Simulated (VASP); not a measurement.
**Sn: relaxation of cell and atoms with BLYP**

Sn:

```
Sn
1.0
     0.00000    3.24560    3.24560
     3.24560    0.00000    3.24560
     3.24560    3.24560    0.00000
Sn
2
Cartesian
  3.2456 3.2456 3.2456
  4.8684 4.8684 4.8684
```

This isn't the form of Sn at room conditions, which is tetragonal (white tin).

```yaml
Program: VASP 6.6.1
Task: relaxation of cell and atoms
Functional: BLYP
Potentials_or_basis: VASP PAW PBE potentials, release 64 (Sn_d)
Cutoff: 600 eV
k_mesh: 9 × 9 × 9
Occupations: fermi-dirac, width 0.1 eV
Spin: no spin polarisation
Dipole_correction: no
Further_INCAR_settings: ALGO = Normal; EDIFF = 1e-06; IBRION = 2; EDIFFG = -0.01; NSW = 80; ISIF = 3
```

```
Relaxed volume                        : 39.55 Å³/atom
Relaxed cell                          : a = 4.818 Å, b = 4.818 Å, c = 4.818 Å, α = 60.00°, β = 60.00°, γ = 60.00°
Space group after relaxing (to 0.1 Å) : Fd-3m (No. 227)
Energy gained by relaxing             : 86.0 meV/atom
Ionic steps                           : 5
Pressure after relaxing               : 0.0 GPa
Band gap on the k mesh                : zero (bands 14 and 15 overlap by 0.34 eV)
```

Step by step:
```csv
step,energy change (eV),largest force (eV/Å),pressure (GPa),volume (Å³)
1,0.0000,0.0000,5.93,68.38
2,-0.1649,0.0000,-0.84,81.67
3,-0.1719,0.0000,0.04,79.00
4,-0.1719,0.0000,-0.04,79.23
5,-0.1719,0.0000,0.02,79.10
```

Final structure:
```cif
data_structure
_symmetry_space_group_name_H-M 'P 1'
_symmetry_Int_Tables_number 1
_cell_length_a 4.8184
_cell_length_b 4.8184
_cell_length_c 4.8184
_cell_angle_alpha 60.000
_cell_angle_beta 60.000
_cell_angle_gamma 60.000
_cell_volume 79.10
loop_
_atom_site_label
_atom_site_type_symbol
_atom_site_fract_x
_atom_site_fract_y
_atom_site_fract_z
_atom_site_occupancy
Sn1 Sn 0.50000 0.50000 0.50000 1
Sn2 Sn 0.75000 0.75000 0.75000 1
```

Levels at points of the mesh, in eV from the Fermi level:
| k point | band 10 | band 11 | band 12 | band 13 | band 14 | band 15 | band 16 | band 17 | band 18 |
| --- | --- | --- | --- | --- | --- | --- | --- | --- | --- |
| (0.00, 0.00, 0.00) | -21.09 | -9.68 | -1.71 | 0.15 | 0.15 | 0.15 | 2.19 | 2.19 | 2.19 |

Run time: 2.5 min on 1 thread of AMD EPYC 9R45 96-Core Processor (Zen 5) (shared host), peak memory 0.23 GiB.

Caveat: the volume moved by over 15 % at a fixed basis, so the end points are rough; the PAW data sets were made with another functional, which shifts forces and pressure a little; spin-orbit coupling is left out, which moves the levels of the heavy elements. Zero-point motion and thermal expansion aren't in these numbers.
